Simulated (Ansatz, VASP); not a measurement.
WC: VASP beside Ansatz

Contents of INCAR:

```
PREC = Accurate
ENCUT = 520
EDIFF = 1E-6
ISMEAR = 0
SIGMA = 0.15
LREAL = F
LASPH = T
NELM = 80
ALGO = Normal
ISIF = 2
LWAVE = F
LCHARG = F
GGA = PE
NBANDS = 16
```

File KPOINTS:

```
Automatic mesh
0
Gamma
  24 24 24
```

The input POSCAR:

```
WC
1.0
    2.8304058242      0.0000000000      0.0000000000
   -1.4152029121      2.4512033468      0.0000000000
    0.0000000000      0.0000000000      3.0338504291
W C
1 1
Direct
    0.0000000000      0.0000000000      0.0000000000
    0.6666666667      0.3333333333      0.5000000000
```

Input for Ansatz:

```yaml
crystal:
  lattice:
    - [2.8304058242, 0.0, 0.0]
    - [-1.4152029121, 2.4512033468, 0.0]
    - [0.0, 0.0, 3.0338504291]
  atoms:
    - { symbol: W, position: [0.0, 0.0, 0.0] }
    - { symbol: C, position: [0.6666666667, 0.3333333333, 0.5] }
basis:
  ecutwfc: 420
kpoints:
  mp_grid: { grid: [24, 24, 24] }
hamiltonian:
  xc: pbe
scf:
  occupations: { method: gaussian, width: 0.15 }
output:
  forces: true
  stress: true
  eigenvalues: true
```

Alike in both runs: task single point; functional PBE; k mesh 24 × 24 × 24; occupations gaussian, width 0.15 eV; no spin polarisation.

```csv
,VASP,Ansatz
version,VASP 6.6.1,Ansatz 0.2.0
potentials or method,"VASP PAW PBE potentials, release 64 (W_sv, C), cutoff 520 eV","scalar-relativistic, plane waves, PAW"
valence electrons in the cell,18,18
```

Ansatz gave:

| Item | Value |
| --- | --- |
| gap on the k mesh at the Fermi level (eV) | none |
| pressure (GPa) | -1.2 |
| traceless stress, the component that is largest in VASP (GPa) | -42.87 |

Estimate VASP's values.

gap on the k mesh at the Fermi level (eV): none; pressure (GPa): -0.2; traceless stress, the component that is largest in VASP (GPa): -42.81.

A gap of «none» marks a metal or a gap that the smearing closes.

Neither program's run includes spin-orbit coupling.
